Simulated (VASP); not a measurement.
A run of VASP 6.6.1 is set up as follows.

INCAR

```
PREC = Accurate ; ENCUT = 520
EDIFF = 1E-6 ; ISMEAR = 0
SIGMA = 0.1 ; LREAL = F
LASPH = T ; NELM = 100
ALGO = Fast ; ISIF = 2
LWAVE = F ; LCHARG = F
LDIPOL = T ; IDIPOL = 3
DIPOL = 0.5 0.5 0.499 ; GGA = PE
NBANDS = 36
```

KPOINTS

```
Automatic mesh
0
Gamma
  9 9 1
```

Contents of POSCAR:

```
W
1.0
    3.1836991704      0.0000000000      0.0000000000
    0.0000000000      3.1836991704      0.0000000000
    0.0000000000      0.0000000000     18.7755487556
W
4
Direct
    0.5000000000      0.5000000000      0.3728253214
    0.0000000000      0.0000000000      0.4576084405
    0.5000000000      0.5000000000      0.5459347043
    0.0000000000      0.0000000000      0.6200925292
```

Potentials or basis: VASP PAW PBE potentials, release 64 (W_sv).

Launch:

```console
$ cat potpaw_PBE.64/W_sv/POTCAR > POTCAR
$ mpirun -np 1 vasp_std > vasp.out
```

(1) Predict the largest force.

(2) What does it give for the band gap on the k mesh?

## Answers

(1) 1.954 eV/Å.

(2) zero (band 28 reaches 2.44 eV, above the bottom of band 29 at 0.79 eV).

Caveat: spin-orbit coupling is left out, which moves the levels of the heavy elements.
